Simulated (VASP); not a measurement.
Input of a VASP 6.6.1 run:

The input POSCAR:

```
Fe
1.0
    0.0000000000      2.3400148106      2.3400148106
    2.3400148106      0.0000000000      2.3400148106
    2.3400148106      2.3400148106      0.0000000000
Fe
2
Direct
    0.1250000000      0.1250000000      0.1250000000
    0.8750000000      0.8750000000      0.8750000000
```

INCAR.step1

```
SYSTEM = Fe
ALGO = Normal ; EDIFF = 1E-4
ENCUT = 520 ; GGA = PE
ISMEAR = -1 ; LASPH = .True.
LCHARG = .False. ; LREAL = .False.
LWAVE = .True. ; NBANDS = 15
NELM = 80 ; PREC = Accurate
SIGMA = 0.1
```

The input INCAR.step2:

```
SYSTEM = Fe
ALGO = Normal ; EDIFF = 1E-6
ENCUT = 520 ; ISIF = 2
ISMEAR = -1 ; ISTART = 1
LASPH = .True. ; LCHARG = .True.
LELF = .True. ; LMIXTAU = .True.
LREAL = .False. ; LVHAR = .True.
LWAVE = .False. ; METAGGA = R2SCAN
NBANDS = 15 ; NELM = 80
PREC = Accurate ; SIGMA = 0.1
```

File KPOINTS:

```
k-points
0
Gamma
  13 13 13
  0 0 0
```

Potentials or basis: VASP PAW PBE potentials, release 64 (Fe).

Launch:

```console
$ cat potpaw_PBE.64/Fe/POTCAR > POTCAR
$ cp INCAR.step1 INCAR
$ mpirun -np 1 vasp_std > vasp.out
$ cp INCAR.step2 INCAR
$ mpirun -np 1 vasp_std > vasp.out
```

Question: Predict the band gap on the k mesh.

Answer: Zero (band 8 reaches 5.08 eV, above the bottom of band 9 at 4.14 eV).

Question: Estimate the pressure.

Answer: 15.5 GPa.

Caveat: the PAW data sets were made with another functional, which shifts forces and pressure a little; the run has no spin polarisation, though such a crystal can be magnetic. Spin polarisation is off, so any magnetic state and its effect on volume and gap are missing.
